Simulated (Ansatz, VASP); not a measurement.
**TiC: VASP beside Ansatz**

```
CELL_PARAMETERS angstrom
3.10119 0.00000 0.00000
-1.55060 2.68571 0.00000
0.00000 0.00000 9.78267
ATOMIC_POSITIONS crystal
Ti 0.66667 0.33333 0.75000
Ti 0.00000 0.00000 0.00000
Ti 0.33333 0.66667 0.25000
Ti 0.00000 0.00000 0.50000
C 0.33333 0.66667 0.87546
C 0.66667 0.33333 0.12454
C 0.66667 0.33333 0.37546
C 0.33333 0.66667 0.62454
```

Alike in both runs: task single point; functional PBE; k mesh 12 × 12 × 4; occupations gaussian, width 0.1 eV; no spin polarisation.

|  | VASP | Ansatz |
| --- | --- | --- |
| version | VASP 6.6.1 | Ansatz 0.2.0 |
| potentials or method | VASP PAW PBE potentials, release 64 (Ti_sv, C), cutoff 520 eV | scalar-relativistic, plane waves, PAW |
| valence electrons in the cell | 64 | 64 |

VASP gave:

| Quantity | Value |
| --- | --- |
| gap on the k mesh at the Fermi level (eV) | none |
| pressure (GPa) | 0.2 |
| traceless stress, the component that is largest in VASP (GPa) | -0.05 |

Problem. What did Ansatz give for the same quantities?

Solution. gap on the k mesh at the Fermi level (eV): none; pressure (GPa): 0.0; traceless stress, the component that is largest in VASP (GPa): 0.00.

A gap of «none» marks a metal or a gap that the smearing closes. The functional is the same, so the differences come from potentials, cutoffs and numerics.
